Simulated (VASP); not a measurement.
Input of a VASP 6.6.1 run:

INCAR

```
  PREC = Accurate
  ENCUT = 520
  EDIFF = 1E-8
  ISMEAR = -1
  SIGMA = 0.05
  LREAL = False
  LASPH = True
  NELM = 120
  ALGO = Normal
  ISIF = 2
  LWAVE = False
  LCHARG = False
  GGA = PE
  LEFG = True
  NBANDS = 15
  GGA_COMPAT = False
```

File KPOINTS:

```
regular mesh
0
Gamma
  15 15 9
```

Contents of POSCAR:

```
Os
1.0
    2.6782863558      0.0000000000      0.0000000000
   -1.3391431780      2.3194640228      0.0000000000
    0.0000000000      0.0000000000      4.2315181138
Os
2
Direct
    0.3333333333      0.6666666667      0.2500000000
    0.6666666667      0.3333333333      0.7500000000
```

Potentials or basis: VASP PAW PBE potentials, release 64 (Os).

Run with:

```sh
$ cat potpaw_PBE.64/Os/POTCAR > POTCAR
$ mpirun -np 1 vasp_std > vasp.out
```

Task: Predict the pressure.

Result: 40.9 GPa.

Task: Predict the band gap on the k mesh.

Result: Zero (band 8 reaches 12.76 eV, above the bottom of band 9 at 8.54 eV).

Electric field gradients, principal values (V/Å²):
| atom | least | middle | greatest (by size) |
| --- | --- | --- | --- |
| 1 Os | 43.534 | 43.535 | -87.070 |
| 2 Os | 43.534 | 43.535 | -87.070 |

Caveat: without QUAD_EFG the Cq values of the log hold for a quadrupole moment of 1 mb, not for the nuclei; spin-orbit coupling is left out, which moves the levels of the heavy elements.
